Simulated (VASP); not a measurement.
# SrW3 (P4/mmm) in VASP: relaxation of cell and atoms with PBE

Aim: the relaxation of cell and atoms of SrW3 with PBE.

Everything below comes from runs of VASP 6.6.1. Logs are shortened: lines on timing, memory, paths and dates and some standing lists are left out, and cuts for length are marked.

## 1. The cell of the first run

Symmetry: P4/mmm, No. 123, tetragonal system. The conventional cell has a = 4.340 Å, b = 4.340 Å, c = 4.391 Å, α = 90.00°, β = 90.00°, γ = 90.00°. Sr (site symmetry 4/mmm) has 12 W at 3.07 to 3.09 Å within 4.0 Å. Within 4.0 Å of W (site symmetry 4/mmm) lie 4 Sr at 3.07 Å and 8 W at 3.09 Å. Within 4.0 Å of W (site symmetry mmm) lie 8 W at 3.07 to 3.09 Å and 4 Sr at 3.09 Å.

## 2. Relaxation of cell and atoms, PBE

File INCAR:

```
  PREC = Accurate
  ENCUT = 600
  EDIFF = 1E-6
  ISMEAR = 0
  SIGMA = 0.1
  LREAL = F
  LASPH = T
  NELM = 100
  ALGO = Fast
  ISIF = 3
  LWAVE = F
  LCHARG = F
  GGA = PE
  IBRION = 2
  NSW = 90
  EDIFFG = -0.04
```

File KPOINTS:

```
Automatic mesh
0
Gamma
  4 4 4
```

File POSCAR:

```
SrW3
1.0
    4.3395481600      0.0000000000      0.0000000000
    0.0000000000      4.3395481600      0.0000000000
    0.0000000000      0.0000000000      4.3911158100
Sr W
1 3
Direct
    0.0000000000      0.0000000000      0.0000000000
    0.5000000000      0.5000000000      0.0000000000
    0.0000000000      0.5000000000      0.5000000000
    0.5000000000      0.0000000000      0.5000000000
```

Potentials or basis: VASP PAW PBE potentials, release 64 (Sr_sv, W_sv).

Launch:

```sh
cat potpaw_PBE.64/Sr_sv/POTCAR potpaw_PBE.64/W_sv/POTCAR > POTCAR
mpirun -np 1 vasp_std > vasp.out
```

OUTCAR:

```text
PREC = Accurate
   ENCUT = 600
   EDIFF = 1E-6
   ISMEAR = 0
   LREAL = F
   LASPH = T
   NELM = 100
   ISIF = 3
   GGA = PE
   IBRION = 2
   NSW = 90
   EDIFFG = -0.04

 ion  position               nearest neighbor table
   1  0.000  0.000  0.000-   2 3.07   2 3.07   2 3.07   2 3.07   4 3.09   3 3.09   3 3.09   3 3.09
                             4 3.09   4 3.09   4 3.09   3 3.09
   2  0.500  0.500  0.000-   1 3.07   1 3.07   1 3.07   1 3.07   4 3.09   3 3.09   4 3.09   4 3.09
                             4 3.09   3 3.09   3 3.09   3 3.09
   3  0.000  0.500  0.500-   4 3.07   4 3.07   4 3.07   4 3.07   2 3.09   1 3.09   2 3.09   1 3.09
                             2 3.09   1 3.09   2 3.09   1 3.09
   4  0.500  0.000  0.500-   3 3.07   3 3.07   3 3.07   3 3.07   2 3.09   2 3.09   2 3.09   2 3.09
                             1 3.09   1 3.09   1 3.09   1 3.09

  LATTYP: Found a simple tetragonal cell.
 ALAT       =     4.3395481600
 C/A-ratio  =     1.0118831842

  Lattice vectors:

 A1 = (   4.3395481600,   0.0000000000,   0.0000000000)
 A2 = (   0.0000000000,   4.3395481600,   0.0000000000)
 A3 = (   0.0000000000,   0.0000000000,   4.3911158100)

Analysis of symmetry for initial positions (statically):
=====================================================================
 Subroutine PRICEL returns:
 Original cell was already a primitive cell.

 Routine SETGRP: Setting up the symmetry group for a
 simple tetragonal supercell.

 Subroutine GETGRP returns: Found 16 space group operations
 (whereof 16 operations were pure point group operations)
 out of a pool of 16 trial point group operations.

The static configuration has the point symmetry D_4h.

Analysis of symmetry for dynamics (positions and initial velocities):
=====================================================================
 Subroutine PRICEL returns:
 Original cell was already a primitive cell.

 Routine SETGRP: Setting up the symmetry group for a
 simple tetragonal supercell.

 Subroutine GETGRP returns: Found 16 space group operations
 (whereof 16 operations were pure point group operations)
 out of a pool of 16 trial point group operations.

The dynamic configuration has the point symmetry D_4h.

 Subroutine INISYM returns: Found 16 space group operations
 (whereof 16 operations are pure point group operations),
 and found     1 'primitive' translations

----------------------------------------------------------------------------------------

                                     Primitive cell

  volume of cell :      82.6921

  direct lattice vectors                    reciprocal lattice vectors
     4.339548160  0.000000000  0.000000000     0.230438738  0.000000000  0.000000000
     0.000000000  4.339548160  0.000000000     0.000000000  0.230438738  0.000000000
     0.000000000  0.000000000  4.391115810     0.000000000  0.000000000  0.227732550

  length of vectors
     4.339548160  4.339548160  4.391115810     0.230438738  0.230438738  0.227732550

  position of ions in fractional coordinates (direct lattice)
     0.000000000  0.000000000  0.000000000
     0.500000000  0.500000000  0.000000000
     0.000000000  0.500000000  0.500000000
     0.500000000  0.000000000  0.500000000

  ion indices of the primitive-cell ions
   primitive index   ion index
                 1           1
                 2           2
                 3           3
                 4           4

----------------------------------------------------------------------------------------

 KPOINTS: Automatic mesh

Automatic generation of k-mesh.
 Grid dimensions read from file:
 generate k-points for:    4    4    4

 Generating k-lattice:

  Cartesian coordinates                     Fractional coordinates (reciprocal lattice)
     0.057609684  0.000000000  0.000000000     0.250000000  0.000000000  0.000000000
     0.000000000  0.057609684  0.000000000     0.000000000  0.250000000  0.000000000
     0.000000000  0.000000000  0.056933137     0.000000000  0.000000000  0.250000000

  Length of vectors
     0.057609684  0.057609684  0.056933137

  Shift w.r.t. Gamma in fractional coordinates (k-lattice)
     0.000000000  0.000000000  0.000000000

 Subroutine IBZKPT returns following result:
 ===========================================

 Found     18 irreducible k-points:

 Following reciprocal coordinates:
            Coordinates               Weight
  0.000000  0.000000  0.000000      1.000000
  0.250000  0.000000  0.000000      4.000000
  0.500000  0.000000  0.000000      2.000000
  0.250000  0.250000  0.000000      4.000000
  0.500000  0.250000  0.000000      4.000000
  0.500000  0.500000  0.000000      1.000000
[... 10 lines left out ...]
  0.500000  0.250000  0.500000      4.000000
  0.500000  0.500000  0.500000      1.000000
   k-points           NKPTS =     18   k-points in BZ     NKDIM =     18   number of bands    NBANDS=     31
   number of dos      NEDOS =    301   number of ions     NIONS =      4
   total plane-waves  NPLWV =  46656
   dimension x,y,z NGX =    36 NGY =   36 NGZ =   36
   dimension x,y,z NGXF=    72 NGYF=   72 NGZF=   72
   ions per type =               1   3
   NGX,Y,Z   is equivalent  to a cutoff of  13.79, 13.79, 13.63 a.u.
   NGXF,Y,Z  is equivalent  to a cutoff of  27.58, 27.58, 27.26 a.u.
 SYSTEM =  unknown system
   PREC   = accura    normal or accurate (medium, high low for compatibility)
   ISTART =      0    job   : 0-new  1-cont  2-samecut
   ICHARG =      2    charge: 1-file 2-atom 10-const
   ISPIN  =      1    spin polarized calculation?
   LNONCOLLINEAR =      F non collinear calculations
   LSORBIT =      F    spin-orbit coupling
   LASPH  =      T    aspherical Exc in radial PAW
   ENCUT  =  600.0 eV  44.10 Ry    6.64 a.u.   8.67  8.67  8.77*2*pi/ulx,y,z
   NELM   =    100;   NELMIN=  2; NELMDL= -5     # of ELM steps
   EDIFF  = 0.1E-05   stopping-criterion for ELM
   LREAL  =      F    real-space projection
   EDIFFG = -.4E-01   stopping-criterion for IOM
   NSW    =     90    number of steps for IOM
   IBRION =      2    ionic relax: 0-MD 1-quasi-New 2-CG
   NFREE  =      1    steps in history (QN), initial steepest desc. (CG)
   ISIF   =      3    stress and relaxation
   ISYM   =      2    0-nonsym 1-usesym 2-fastsym
   POTIM  = 0.5000    time-step for ionic-motion
   TEBEG  =    0.0;   TEEND  =   0.0 temperature during run
   PSTRESS=    0.0 pullay stress
   NELECT =      52.0000    total number of electrons
   NUPDOWN=      -1.0000    fix difference up-down
   EMIN   =  10.00;   EMAX   =-10.00  energy-range for DOS
   EFERMI =   0.00;   METHOD = LEGACY
   ISMEAR =     0;   SIGMA  =   0.10  broadening in eV -4-tet -1-fermi 0-gaus
   EFERMI_NEDOS =   21; number of points for ismear=-14 and -15
   IALGO  =     68    algorithm
   IMIX   =      4    mixing-type and parameters
     AMIX     =   0.40;   BMIX     =  1.00
     AMIX_MAG =   1.60;   BMIX_MAG =  1.00
  volume/ion in A,a.u.               =      20.67       139.51
  Fermi-wavevector in a.u.,A,eV,Ry     =   1.402560  2.650453 26.765017  1.967173
  Thomas-Fermi vector in A             =   2.525309
   LORBIT       =      0    0 simple, 1 ext, 2 COOP (PROOUT), +10 PAW based schemes
   GGA     = PE    functional components
   LHFCALC =     F    Hartree Fock is set to
   AEXX    =    0.0000 exact exchange contribution
   IVDW    =     0    specifies the selected vdW correction
   LEPSILON=     F    determine dielectric tensor
   LRPA    =     F    only Hartree local field effects (RPA)
 conjugate gradient relaxation of ions
 non-spin polarized calculation
 RMM-DIIS sequential band-by-band and
 Gauss-broadening in eV      SIGMA  =   0.10
  energy-cutoff  :      600.00
  volume of cell :       82.69
 maximum number of plane-waves:      2808
 NGX is ok and might be reduce to    36
   NGX = 17   NGY = 17   NGZ = 17

--------------------------------------- Ionic step        1  -------------------------------------------

 number of electron      51.9999995 magnetization

 Free energy of the ion-electron system (eV)
  ---------------------------------------------------
  ext. energy  EPLUGINS =         0.00000000
  ---------------------------------------------------
  free energy    TOTEN  =       -33.52667809 eV

  energy without entropy =      -33.49943672  energy(sigma->0) =      -33.51305741

------------------------ aborting loop because EDIFF is reached ----------------------------------------

  FORCE on cell =-STRESS in cart. coord.  units (eV):
  Direction    XX          YY          ZZ          XY          YZ          ZX
  --------------------------------------------------------------------------------------
  -------------------------------------------------------------------------------------
  Total       -3.4817343     -3.4817343     -3.3913638      0.0000000      0.0000000      0.0000000
  in kB      -67.4593721    -67.4593721    -65.7084228      0.0000000      0.0000000      0.0000000
  external PRESSURE =     -66.8757223 kB  Pullay stress =       0.0000000 kB

 VOLUME and BASIS-vectors are now :
 -----------------------------------------------------------------------------
  energy-cutoff  :      600.00
  volume of cell :       82.69
      direct lattice vectors                 reciprocal lattice vectors
     4.339548160  0.000000000  0.000000000     0.230438738  0.000000000  0.000000000
     0.000000000  4.339548160  0.000000000     0.000000000  0.230438738  0.000000000
     0.000000000  0.000000000  4.391115810     0.000000000  0.000000000  0.227732550

 POSITION                                       TOTAL-FORCE (eV/Angst)
 -----------------------------------------------------------------------------------
      0.00000      0.00000      0.00000         0.000000      0.000000      0.000000
      2.16977      2.16977      0.00000         0.000000      0.000000      0.000000
      0.00000      2.16977      2.19556         0.000000      0.000000      0.000000
      2.16977      0.00000      2.19556         0.000000      0.000000      0.000000
 -----------------------------------------------------------------------------------
    total drift:                               -0.000000      0.000000      0.000000

  FREE ENERGIE OF THE ION-ELECTRON SYSTEM (eV)
  ---------------------------------------------------
  free  energy   TOTEN  =       -33.5266780900 eV
[... 17 lines left out ...]
 VOLUME and BASIS-vectors are now :
 -----------------------------------------------------------------------------
  energy-cutoff  :      600.00
  volume of cell :       72.79
      direct lattice vectors                 reciprocal lattice vectors
     4.157321740  0.000000000  0.000000000     0.240539478  0.000000000  0.000000000
     0.000000000  4.157321740  0.000000000     0.000000000  0.240539478  0.000000000
     0.000000000  0.000000000  4.211509964     0.000000000 -0.000000000  0.237444529

 POSITION                                       TOTAL-FORCE (eV/Angst)
 -----------------------------------------------------------------------------------
      0.00000      0.00000      0.00000         0.000000      0.000000      0.000000
      2.07866      2.07866      0.00000         0.000000      0.000000      0.000000
      0.00000      2.07866      2.10575         0.000000      0.000000      0.000000
      2.07866      0.00000      2.10575         0.000000      0.000000      0.000000
 -----------------------------------------------------------------------------------
    total drift:                                0.000000      0.000000      0.000000

  FREE ENERGIE OF THE ION-ELECTRON SYSTEM (eV)
  ---------------------------------------------------
  free  energy   TOTEN  =       -33.4065388298 eV

  energy  without entropy=      -33.3771119035  energy(sigma->0) =      -33.39182537

--------------------------------------- Ionic step        3  -------------------------------------------

 number of electron      51.9999998 magnetization

 Free energy of the ion-electron system (eV)
  ---------------------------------------------------
  ext. energy  EPLUGINS =         0.00000000
  ---------------------------------------------------
  free energy    TOTEN  =       -33.61947633 eV

  energy without entropy =      -33.59265837  energy(sigma->0) =      -33.60606735

 E-fermi :   7.8057     XC(G=0): -12.1408

 val. band max:        7.8027962750   @ k =   0.5000   0.2500   0.5000
 cond. band min:       7.8094772565   @ k =   0.0000   0.0000   0.0000
 fundamental gap:      0.0066809815
 Fermi energy:         7.8056947969

 k-point     1 :       0.0000    0.0000    0.0000
  band No.  band energies     occupation
      1     -66.3018      2.00000
      2     -66.2569      2.00000
      3     -66.2521      2.00000
      4     -30.6547      2.00000
      5     -30.6547      2.00000
      6     -30.6523      2.00000
[... 23 lines left out ...]
     30      11.0954      0.00000
     31      11.0954      0.00000
[... 589 lines left out ...]
 VOLUME and BASIS-vectors are now :
 -----------------------------------------------------------------------------
  energy-cutoff  :      600.00
  volume of cell :       78.57
      direct lattice vectors                 reciprocal lattice vectors
     4.265573571  0.000000000  0.000000000     0.234435061  0.000000000  0.000000000
     0.000000000  4.265573571  0.000000000     0.000000000  0.234435061  0.000000000
     0.000000000  0.000000000  4.318205039     0.000000000 -0.000000000  0.231577702

 POSITION                                       TOTAL-FORCE (eV/Angst)
 -----------------------------------------------------------------------------------
      0.00000      0.00000      0.00000         0.000000      0.000000      0.000000
      2.13279      2.13279      0.00000         0.000000      0.000000      0.000000
      0.00000      2.13279      2.15910         0.000000      0.000000      0.000000
      2.13279      0.00000      2.15910         0.000000      0.000000      0.000000
 -----------------------------------------------------------------------------------
    total drift:                                0.000000      0.000000      0.000000

  FREE ENERGIE OF THE ION-ELECTRON SYSTEM (eV)
  ---------------------------------------------------
  free  energy   TOTEN  =       -33.6194763273 eV

  energy  without entropy=      -33.5926583729  energy(sigma->0) =      -33.60606735

 reached required accuracy - stopping structural energy minimisation
```

Run time: 3.4 min. Hardware: 1 thread of Intel Xeon Platinum 8488C (Sapphire Rapids), shared host; peak memory 0.24 GiB.

Results:

```yaml
Free_energy: -33.6195 eV
Relaxed_volume: 19.64 Å³/atom
Relaxed_cell: a = 4.266 Å, b = 4.266 Å, c = 4.318 Å, α = 90.00°, β = 90.00°, γ = 90.00°
Space_group_after_relaxing_to_0.05_Å: P4/mmm (No. 123)
Energy_gained_by_relaxing: 23.2 meV/atom
Ionic_steps: 3
Pressure_after_relaxing: -0.2 GPa
Band_gap_on_the_k_mesh: zero (band 26 reaches 8.21 eV, above the bottom of band 27 at 6.98 eV)
```

Stress tensor (GPa, compression positive):
```
-0.31  0.00  0.00
 0.00 -0.31  0.00
 0.00  0.00  0.11
```

Step by step:
```tsv
step	energy change (eV)	largest force (eV/Å)	pressure (GPa)	volume (Å³)
1	0.0000	0.0000	-6.69	82.69
2	0.1201	0.0000	12.75	72.79
3	-0.0928	0.0000	-0.17	78.57
```

Final structure:
```
Sr W
1.0
     4.26557    0.00000    0.00000
     0.00000    4.26557    0.00000
     0.00000    0.00000    4.31821
Sr W
1 3
Cartesian
  0.0000 0.0000 0.0000
  2.1328 2.1328 0.0000
  0.0000 2.1328 2.1591
  2.1328 0.0000 2.1591
```

Caveat: the k points lie up to 0.37 Å⁻¹ apart in the final cell; spin-orbit coupling is left out, which moves the levels of the heavy elements.
